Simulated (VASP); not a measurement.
SnSe: single point with PBE

The system is SnSe.

```
Sn Se
1.0
     0.00000    2.88203    2.88203
     2.88203    0.00000    2.88203
     2.88203    2.88203    0.00000
Sn Se
1 1
Direct
  0.00000 0.00000 0.00000
  0.50000 0.50000 0.50000
```

This cell differs from its parent crystal: strain -4.0%.

```json
{"Program": "VASP 6.6.1", "Task": "single point", "Functional": "PBE", "Potentials or basis": "VASP PAW PBE potentials, release 64 (Sn_d, Se)", "Cutoff": "500 eV", "k mesh": "8 × 8 × 8", "Occupations": "fermi-dirac, width 0.02 eV", "Spin": "no spin polarisation", "Dipole correction": "no", "Further INCAR settings": "ALGO = Normal; EDIFF = 1e-06; NBANDS = 17"}
```

| Property | Result |
| --- | --- |
| Pressure | 10.0 GPa |
| Band gap on the k mesh | 0.69 eV (least direct gap 0.87 eV) |

Levels at points of the mesh, in eV from the valence-band top:
```
           k point  band 7  band 8  band 9  band 10  band 11  band 12  band 13  band 14
(0.00, 0.00, 0.00)   -4.67   -2.66   -2.66    -2.66     4.74     4.74     4.74     5.61
(0.50, 0.00, 0.00)   -8.87   -2.38   -2.38    -0.18     1.04     1.07     1.07     8.54
(0.50, 0.50, 0.00)   -6.51   -6.12   -4.37    -4.37     2.47     6.04     6.04     6.77
```

It took 37 s on 1 thread of Intel Xeon 8259CL (shared host), peak memory 0.18 GiB.

Caveat: the cell differs from its parent crystal (strain -4.0%); the cell stands under pressure; spin-orbit coupling is left out, which moves the levels of the heavy elements. A k mesh can miss the band edges.
